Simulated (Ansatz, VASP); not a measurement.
Hf8PO15 in VASP and in Ansatz

```
Hf P O
1.0
     0.00000    5.11500    5.11500
     5.11500    0.00000    5.11500
     5.11500    5.11500    0.00000
Hf P O
8 1 15
Cartesian
  -0.0849 -0.0849 -0.0849
  2.6424 2.6424 -0.0849
  2.6424 -0.0849 2.6424
  5.1319 2.5406 2.5406
  -0.0849 2.6424 2.6424
  2.5406 5.1319 2.5406
  2.5406 2.5406 5.1319
  5.1319 5.1319 5.1319
  1.2788 1.2788 1.2788
  3.8363 3.8363 1.2317
  3.8363 1.2317 3.8363
  6.4408 3.8363 3.8363
  1.2317 3.8363 3.8363
  3.8363 6.4408 3.8363
  3.8363 3.8363 6.4408
  6.3938 6.3938 6.3938
  3.8363 3.8363 3.8363
  6.3938 6.3938 3.9451
  6.3937 3.9451 6.3938
  8.8424 6.3938 6.3938
  3.9451 6.3937 6.3937
  6.3938 8.8424 6.3937
  6.3937 6.3937 8.8424
  8.9512 8.9512 8.9512
```

Alike in both runs: functional PBE; k mesh 3 × 3 × 3; occupations fermi-dirac, width 0.01 eV; collinear spin.

Ansatz relaxed the structure, and its values are those at the end. VASP's run is a single point on that final structure, the one shown.

|  | VASP | Ansatz |
| --- | --- | --- |
| version | VASP 6.6.1 | Ansatz 0.2.0 |
| potentials or method | VASP PAW PBE potentials, release 64 (Hf_pv, P, O) | plane-wave PAW, scalar-relativistic |
| plane-wave cutoff (eV) | 520 | 420 |
| valence electrons in the cell | 175 | 303 |

|  | VASP | Ansatz | Ansatz less VASP |
| --- | --- | --- | --- |
| pressure (GPa) | 9.8 | 13.1 | +3.32 |
| rms of the force components (eV/Å) | 0.055 | 0.001 | -0.0539 |
| net moment per atom (μB) | 0.04 | 0.00 | -0.037 |
| size of the moment on the site where the two differ most (μB) | 0.23 | 0.02 | -0.209 |

Site moments also hang on the region over which each program counts them. VASP's potentials hold 175 valence electrons a cell and Ansatz's 303, so a difference there can come from the potentials and not from the codes. Ansatz's warnings: seeded moment not kept, stress scf threshold loose.

Spin-orbit coupling is off throughout.
